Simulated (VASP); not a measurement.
A run of VASP 6.6.1 is set up as follows.

INCAR

```
SYSTEM = Ni
PREC = Accurate ; ENCUT = 520
EDIFF = 1E-6 ; ISMEAR = -1
SIGMA = 0.13605693000000002 ; LREAL = .False.
LASPH = .True. ; NELM = 100
ALGO = Normal ; ISIF = 2
LWAVE = .False. ; LCHARG = .False.
GGA = PE ; NBANDS = 11
```

File KPOINTS:

```
regular mesh
0
Gamma
  14 14 14
  0 0 0
```

The input POSCAR:

```
Ni
1.0
    2.3317585746      0.0000000000      0.0000000000
    0.0000000000      2.3317585746      0.0000000000
    0.0000000000      0.0000000000      2.3317585746
Ni
1
Direct
    0.0000000000      0.0000000000      0.0000000000
```

Potentials or basis: VASP PAW PBE potentials, release 64 (Ni).

Run with:

```bash
$ cat potpaw_PBE.64/Ni/POTCAR > POTCAR
$ mpirun -np 1 vasp_std > vasp.out
```

Task: Predict the band gap on the k mesh.

Result: Zero (band 5 reaches 8.11 eV, above the bottom of band 6 at 6.85 eV).

Task: Estimate the pressure.

Result: -0.6 GPa.

Caveat: the run has no spin polarisation, though such a crystal can be magnetic. Spin polarisation is off, so any magnetic state and its effect on volume and gap are missing.
